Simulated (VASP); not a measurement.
# Al8O (a cell with a defect) in VASP: further runs

Al8O (a cell with a defect) is run at these levels: PBEsol+D3(BJ); tasks: single point.

Program: VASP 6.6.1. These are calculated values, not measurements. Logs are shortened: lines on timing, memory, paths and dates and some standing lists are left out, and cuts for length are marked.

**1. The cell of the first run**

The cell holds a defect, 9 atoms: a = 5.420 Å, b = 5.420 Å, c = 5.580 Å, α = 104.91°, β = 104.91°, γ = 118.04°.

**2. Single point, PBEsol+D3(BJ)**

Contents of INCAR:

```
PREC     = Accurate       # precision mode
ENCUT    = 520            # plane-wave cutoff, eV
EDIFF    = 1E-6           # SCF threshold, eV
ISMEAR   = 0              # smearing method
SIGMA    = 0.15           # smearing width, eV
LREAL    = False          # projectors in reciprocal space
LASPH    = True           # aspherical terms in the spheres
NELM     = 120            # most SCF steps
ALGO     = Normal         # electronic algorithm
ISIF     = 2              # what is computed and relaxed
LWAVE    = False          # write WAVECAR
LCHARG   = False          # write CHGCAR
GGA      = PS             # functional
IVDW     = 12             # dispersion correction
NBANDS   = 25             # bands
GGA_COMPAT= False
```

Contents of KPOINTS:

```
regular mesh
0
Gamma
  8 8 8
```

Contents of POSCAR:

```
Al8O
1.0
    1.3949560582     -2.4161347672     -4.6470928961
    1.3949560582     -2.4161347672      4.6470928961
   -5.5798242330      0.0000000001      0.0000000000
Al O
8 1
Direct
    0.9583333333      0.7083333333      0.1666666667
    0.4583333333      0.2083333333      0.1666666667
    0.9583333333      0.7083333333      0.6666666667
    0.4583333333      0.2083333333      0.6666666667
    0.0416666667      0.2916666667      0.3333333333
    0.5416666667      0.7916666667      0.3333333333
    0.0416666667      0.2916666667      0.8333333333
    0.5416666667      0.7916666667      0.8333333333
    0.6666988329      0.3333654996      0.0000643325
```

Potentials or basis: VASP PAW PBE potentials, release 64 (Al, O).

Command:

```console
cat potpaw_PBE.64/Al/POTCAR potpaw_PBE.64/O/POTCAR > POTCAR
mpirun -np 1 vasp_std > vasp.out
```

OUTCAR:

```text
PREC = Accurate
   ENCUT = 520
   EDIFF = 1E-6
   ISMEAR = 0
   LREAL = False
   LASPH = True
   NELM = 120
   ISIF = 2
   GGA = PS
   IVDW = 12
 IVDW          = 12

 ion  position               nearest neighbor table
   1  0.958  0.708  0.167-   9 1.66   2 2.79   2 2.79   4 2.79   4 2.79   3 2.79   3 2.79   5 2.83
                             6 2.83   5 2.83   6 2.83   7 2.83   8 2.83
   2  0.458  0.208  0.167-   9 1.66   1 2.79   1 2.79   3 2.79   3 2.79   4 2.79   4 2.79   5 2.83
                             6 2.83   6 2.83   5 2.83   7 2.83   8 2.83
   3  0.958  0.708  0.667-   4 2.79   4 2.79   2 2.79   2 2.79   1 2.79   1 2.79   8 2.83   7 2.83
                             8 2.83   7 2.83   6 2.83   5 2.83
   4  0.458  0.208  0.667-   9 1.66   3 2.79   3 2.79   1 2.79   1 2.79   2 2.79   2 2.79   7 2.83
                             8 2.83   8 2.83   7 2.83   5 2.83   6 2.83
   5  0.042  0.292  0.333-   9 2.52   6 2.79   6 2.79   8 2.79   8 2.79   7 2.79   7 2.79   2 2.83
                             1 2.83   1 2.83   2 2.83   4 2.83   3 2.83
   6  0.542  0.792  0.333-   5 2.79   5 2.79   7 2.79   7 2.79   8 2.79   8 2.79   1 2.83   2 2.83
                             2 2.83   1 2.83   3 2.83   4 2.83
   7  0.042  0.292  0.833-   9 2.52   8 2.79   8 2.79   6 2.79   6 2.79   5 2.79   5 2.79   4 2.83
                             3 2.83   3 2.83   4 2.83   2 2.83   1 2.83
   8  0.542  0.792  0.833-   9 2.52   7 2.79   7 2.79   5 2.79   5 2.79   6 2.79   6 2.79   3 2.83
                             4 2.83   4 2.83   3 2.83   1 2.83   2 2.83
   9  0.667  0.333  0.000-   1 1.66   2 1.66   4 1.66   5 2.52   8 2.52   7 2.52

  LATTYP: Found a face centered orthorhombic cell.
 ALAT       =     5.5798242329
 B/A-ratio  =     1.6656771619
 C/A-ratio  =     1.7320508076

  Lattice vectors:

 A1 = (  -4.1848681748,  -2.4161347671,   4.6470928961)
 A2 = (  -2.7899121166,  -4.8322695343,   0.0000000000)
 A3 = (   1.3949560582,  -2.4161347672,   4.6470928961)

Analysis of symmetry for initial positions (statically):
=====================================================================
 Subroutine PRICEL returns:
 Original cell was already a primitive cell.

 Routine SETGRP: Setting up the symmetry group for a
 face centered orthorhombic supercell.

 Subroutine GETGRP returns: Found  2 space group operations
 (whereof  2 operations were pure point group operations)
 out of a pool of  8 trial point group operations.

The static configuration has the point symmetry C_1h.

Analysis of symmetry for dynamics (positions and initial velocities):
=====================================================================
 Subroutine PRICEL returns:
 Original cell was already a primitive cell.

 Routine SETGRP: Setting up the symmetry group for a
[... 133 lines left out ...]
   EMIN   =  10.00;   EMAX   =-10.00  energy-range for DOS
   EFERMI =   0.00;   METHOD = LEGACY
   ISMEAR =     0;   SIGMA  =   0.15  broadening in eV -4-tet -1-fermi 0-gaus
   EFERMI_NEDOS =   21; number of points for ismear=-14 and -15
   IALGO  =     38    algorithm
   IMIX   =      4    mixing-type and parameters
     AMIX     =   0.40;   BMIX     =  1.00
     AMIX_MAG =   1.60;   BMIX_MAG =  1.00
  volume/ion in A,a.u.               =      13.92        93.95
  Fermi-wavevector in a.u.,A,eV,Ry     =   1.016555  1.921011 14.060046  1.033384
  Thomas-Fermi vector in A             =   2.149905
   LORBIT       =      0    0 simple, 1 ext, 2 COOP (PROOUT), +10 PAW based schemes
   GGA     = PS    functional components
   LHFCALC =     F    Hartree Fock is set to
   AEXX    =    0.0000 exact exchange contribution
   IVDW    =    12    specifies the selected vdW correction
   LEPSILON=     F    determine dielectric tensor
   LRPA    =     F    only Hartree local field effects (RPA)
 non-spin polarized calculation
 Gauss-broadening in eV      SIGMA  =   0.15
  energy-cutoff  :      520.00
  volume of cell :      125.30
 maximum number of plane-waves:      3403
   NGX = 21   NGY = 21   NGZ = 21

 number of electron      30.0000000 magnetization

 Free energy of the ion-electron system (eV)
  ---------------------------------------------------
  ext. energy  EPLUGINS =         0.00000000
  ---------------------------------------------------
  free energy    TOTEN  =       -38.69433633 eV

  energy without entropy =      -38.65411061  energy(sigma->0) =      -38.67422347

 E-fermi :   9.0611     XC(G=0): -10.7194

 val. band max:        9.0606007066   @ k =  -0.3750   0.1250  -0.0000
 cond. band min:       9.0640894268   @ k =   0.3750   0.0000   0.1250
 fundamental gap:      0.0034887202
 Fermi energy:         9.0610603407

 k-point     1 :       0.0000    0.0000    0.0000
  band No.  band energies     occupation
      1     -13.6170      2.00000
      2      -1.8079      2.00000
      3      -0.6115      2.00000
      4      -0.5013      2.00000
      5       0.4556      2.00000
      6       3.8208      2.00000
[... 661 lines left out ...]
     24      14.2842      0.00000
     25      14.5847      0.00000

 [... further k-points ...]

------------------------ aborting loop because EDIFF is reached ----------------------------------------

 Edisp (eV)   -2.85837

 E8    (eV) :    -1.9039

  FORCE on cell =-STRESS in cart. coord.  units (eV):
  Direction    XX          YY          ZZ          XY          YZ          ZX
  --------------------------------------------------------------------------------------
  -------------------------------------------------------------------------------------
  Total      13.33610    13.93527     6.88848    -0.51889     0.02191     0.03795
  in kB     170.52439   178.18569    88.08070    -6.63488     0.28017     0.48526
  external pressure =      145.60 kB  Pullay stress =        0.00 kB

 VOLUME and BASIS-vectors are now :
 -----------------------------------------------------------------------------
  energy-cutoff  :      520.00
  volume of cell :      125.30
      direct lattice vectors                 reciprocal lattice vectors
     1.394956058 -2.416134767 -4.647092896    -0.000000000 -0.206942099 -0.107594148
     1.394956058 -2.416134767  4.647092896    -0.000000000 -0.206942099  0.107594148
    -5.579824233  0.000000000  0.000000000    -0.179217115 -0.103471049  0.000000000

 POSITION                                       TOTAL-FORCE (eV/Angst)
 -----------------------------------------------------------------------------------
      1.39496     -4.02689     -1.16177         0.022555     -4.294413      1.057490
     -0.00000     -1.61076     -1.16177        -3.707793      2.166739      1.057490
     -1.39496     -4.02689     -1.16177        -0.017665     -0.010199     -0.041060
     -2.78991     -1.61076     -1.16177         3.702455      2.137613      1.229042
     -1.39496     -0.80538      1.16177        -0.442394     -0.255416     -0.773070
      0.00000     -3.22151      1.16177        -0.027926     -0.016123      0.485415
     -4.18487     -0.80538      1.16177         0.410594     -0.217829     -0.557043
     -2.78991     -3.22151      1.16177         0.016652      0.464499     -0.557043
      1.39469     -2.41629     -1.54903         0.043523      0.025128     -1.901220
 -----------------------------------------------------------------------------------
    total drift:                               -0.000041     -0.000025     -0.001024

  FREE ENERGIE OF THE ION-ELECTRON SYSTEM (eV)
  ---------------------------------------------------
  free  energy   TOTEN  =       -41.5527094348 eV

  energy  without entropy=      -41.5124837121  energy(sigma->0) =      -41.53259657
```

stdout:

```text
POSCAR found type information on POSCAR AlO
 POSCAR found :  2 types and       9 ions
 scaLAPACK will be used
 -----------------------------------------------------------------------------
|                                                                             |
|                                                                             |
|     You enforced a specific xc type in the INCAR file but a different       |
|     I HOPE YOU KNOW WHAT YOU ARE DOING!                                     |
|                                                                             |
 -----------------------------------------------------------------------------

 LDA part: xc-table for (Slater+PW92), standard interpolation
 POSCAR, INCAR and KPOINTS ok, starting setup
 FFT: planning ... GRIDC
 FFT: planning ... GRID_SOFT
 FFT: planning ... GRID
 WAVECAR not read
 entering main loop
```

Run time: 6.6 min. Hardware: 1 thread of Oxide Virtual Turin-like, shared host; peak memory 0.46 GiB.

What came out:

```
Free energy                : -41.5527 eV
Pressure                   : 14.6 GPa
Largest force              : 4.448 eV/Å
Band gap on the k mesh     : zero (bands 15 and 16 overlap by 2.75 eV)
Dispersion energy per atom : -0.318 eV
```

Forces on the atoms (eV/Å):
```
Al   0.023 -4.294  1.057
Al  -3.708  2.167  1.057
Al  -0.018 -0.010 -0.041
Al   3.702  2.138  1.229
Al  -0.442 -0.255 -0.773
Al  -0.028 -0.016  0.485
Al   0.411 -0.218 -0.557
Al   0.017  0.464 -0.557
O    0.044  0.025 -1.901
```

Stress tensor (GPa, compression positive):
```
17.05 -0.66  0.05
-0.66 17.82  0.03
 0.05  0.03  8.81
```

Caveat: the PAW data sets were made with another functional, which shifts forces and pressure a little.

**3. Single point, PBEsol+D3(BJ)**

Contents of INCAR:

```
ALGO = Normal
EDIFF = 1E-6
ENCUT = 520
GGA = PS
GGA_COMPAT = F
ISIF = 2
ISMEAR = 0
IVDW = 12
LASPH = T
LCHARG = F
LREAL = F
LWAVE = F
NBANDS = 25
NELM = 120
PREC = Accurate
SIGMA = 0.15
```

Contents of KPOINTS:

```
k-points
0
Gamma
  8 8 8
```

Changes to POSCAR since step 2:

```diff
@@ -16,2 +16,2 @@
     0.5416666667      0.7916666667      0.8333333333
-    0.6666988329      0.3333654996      0.0000643325
+    0.8333654996      0.1666988329      0.0000643325
```

Potentials or basis: VASP PAW PBE potentials, release 64 (Al, O).

Command:

```console
cat potpaw_PBE.64/Al/POTCAR potpaw_PBE.64/O/POTCAR > POTCAR
mpirun -np 1 vasp_std > vasp.out
```

Run time: 7.7 min. Hardware: 1 thread of Oxide Virtual Turin-like, shared host; peak memory 0.47 GiB.

The run converged. Its results:

```
Free energy                : -41.5527 eV
Pressure                   : 14.6 GPa
Largest force              : 4.466 eV/Å
Band gap on the k mesh     : zero (bands 15 and 16 overlap by 2.75 eV)
Dispersion energy per atom : -0.318 eV
```

Forces in eV/Å, atoms in the order of the input:
```
Al  -0.016 -0.464  0.557
Al  -0.410  0.218  0.557
Al   0.028  0.016 -0.485
Al   0.443  0.256  0.773
Al  -3.717 -2.146 -1.234
Al   0.017  0.010  0.041
Al   3.701 -2.161 -1.055
Al  -0.021  4.286 -1.055
O   -0.024 -0.014  1.901
```

Stress tensor (GPa, compression positive):
```
17.06 -0.64  0.06
-0.64 17.81  0.04
 0.06  0.04  8.81
```

Levels at points of the mesh, in eV from the Fermi level:
| k point | band 11 | band 12 | band 13 | band 14 | band 15 | band 16 | band 17 | band 18 | band 19 | band 20 |
| --- | --- | --- | --- | --- | --- | --- | --- | --- | --- | --- |
| (0.00, 0.00, 0.00) | -3.74 | -3.74 | -3.37 | -2.44 | -1.76 | -0.83 | -0.45 | 0.48 | 2.37 | 2.60 |
| (0.50, 0.00, 0.00) | -2.62 | -2.28 | -0.53 | -0.26 | 0.13 | 0.41 | 1.10 | 1.47 | 2.37 | 2.44 |
| (0.00, 0.50, 0.00) | -2.59 | -2.22 | -0.52 | -0.28 | 0.15 | 0.32 | 1.02 | 1.49 | 2.40 | 2.52 |
| (0.50, 0.50, 0.00) | -3.52 | -3.01 | -2.10 | -1.37 | 0.36 | 0.58 | 0.98 | 1.28 | 2.01 | 2.32 |
| (0.00, 0.00, 0.50) | -3.48 | -2.93 | -1.82 | -1.16 | 0.22 | 0.53 | 0.79 | 1.12 | 1.51 | 1.75 |
| (0.50, 0.50, 0.50) | -1.52 | -0.89 | -0.79 | -0.14 | -0.04 | 0.60 | 1.20 | 1.90 | 3.26 | 3.31 |

Caveat: the PAW data sets were made with another functional, which shifts forces and pressure a little.
